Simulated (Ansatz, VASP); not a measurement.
## Two plane-wave programs on PbS

The input INCAR:

```
ALGO = Normal ; EDIFF = 1E-7
ENCUT = 520 ; GGA = PE
ISIF = 2 ; ISMEAR = 0
LASPH = T ; LCHARG = F
LREAL = F ; LWAVE = F
NBANDS = 17 ; NELM = 100
PREC = Accurate ; SIGMA = 0.1
```

Contents of KPOINTS:

```
k-points
0
Gamma
  4 6 6
```

The input POSCAR:

```
PbS
1.0
    5.0466645700      0.0000000000      0.0000000000
    0.0000000000      2.2988653800      2.9622050300
    0.0000000000     -2.2988653800      2.9622050300
Pb S
1 1
Direct
    0.0000000000      0.3569912600      0.3569912600
    0.5000000000      0.0340133500      0.0340133500
```

Input for Ansatz:

```yaml
crystal:
  lattice:
    - [5.04666457, 0.0, 0.0]
    - [0.0, 2.29886538, 2.96220503]
    - [0.0, -2.29886538, 2.96220503]
  atoms:
    - { symbol: Pb, position: [0.0, 0.35699126, 0.35699126] }
    - { symbol: S, position: [0.5, 0.03401335, 0.03401335] }
basis:
  ecutwfc: 420
kpoints:
  mp_grid: { grid: [4, 6, 6] }
hamiltonian:
  xc: pbe
scf:
  occupations: { method: gaussian, width: 0.1 }
  lower_state_search: "off"
output:
  forces: true
  stress: true
  eigenvalues: true
```

Alike in both runs: task single point; functional PBE; k mesh 4 × 6 × 6; occupations gaussian, width 0.1 eV; no spin polarisation.

|  | VASP | Ansatz |
| --- | --- | --- |
| version | VASP 6.6.1 | Ansatz 0.2.0 |
| potentials or method | VASP PAW PBE potentials, release 64 (Pb_d, S), cutoff 520 eV | scalar-relativistic, plane waves, PAW |
| valence electrons in the cell | 20 | 20 |

VASP gave:

```
gap on the k mesh at the Fermi level (eV)                     : none
pressure (GPa)                                                : -7.3
traceless stress, the component that is largest in VASP (GPa) : -9.87
rms of the force components (eV/Å)                            : 0.185
```

Q: What did Ansatz give for the same quantities?

A: gap on the k mesh at the Fermi level (eV): none; pressure (GPa): -7.2; traceless stress, the component that is largest in VASP (GPa): -9.87; rms of the force components (eV/Å): 0.185.

Atom by atom the forces differ by 0.000 eV/Å (rms over components). A gap of «none» marks a metal or a gap that the smearing closes.

Spin-orbit coupling is off throughout.
